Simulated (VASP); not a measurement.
A run of VASP 6.6.1:

File INCAR:

```
PREC = Accurate
ENCUT = 600
EDIFF = 1E-7
ISMEAR = 0
SIGMA = 0.15
LREAL = False
LASPH = True
NELM = 120
ALGO = Normal
ISIF = 3
LWAVE = False
LCHARG = False
GGA = PE
IBRION = 2
NSW = 36
EDIFFG = -0.08
GGA_COMPAT = False
NELMIN = 4
```

The input KPOINTS:

```
Automatic mesh
0
Gamma
  5 5 1
```

The input POSCAR:

```
W2AuN3
1.0
    2.7736198400      0.0000000000      0.0000000000
   -1.3868099200      2.4020252400      0.0000000000
    0.0000000000      0.0000000000     11.5745699400
W Au N
2 1 3
Direct
    0.3333333300      0.6666666700      0.7488420000
    0.6666666700      0.3333333300      0.2620630000
    0.3333333300      0.6666666700      0.1190370000
    0.6666666700      0.3333333300      0.8612840200
    0.6666666700      0.3333333300      0.6362540100
    0.3333333300      0.6666666700      0.3725189900
```

Potentials or basis: VASP PAW PBE potentials, release 64 (W_sv, Au, N).

The run is started by

```bash
$ cat potpaw_PBE.64/W_sv/POTCAR potpaw_PBE.64/Au/POTCAR potpaw_PBE.64/N/POTCAR > POTCAR
$ mpirun -np 1 vasp_std > vasp.out
```

Hardware: 1 thread of Intel Xeon 8259CL, on a shared host.

Q: How long does it take, and how much memory?

A: Run time: 17 min on 1 thread of Intel Xeon 8259CL, with other jobs on the host, peak memory 0.24 GiB. Counts: scf iterations 314, k points 5, ion steps 24.
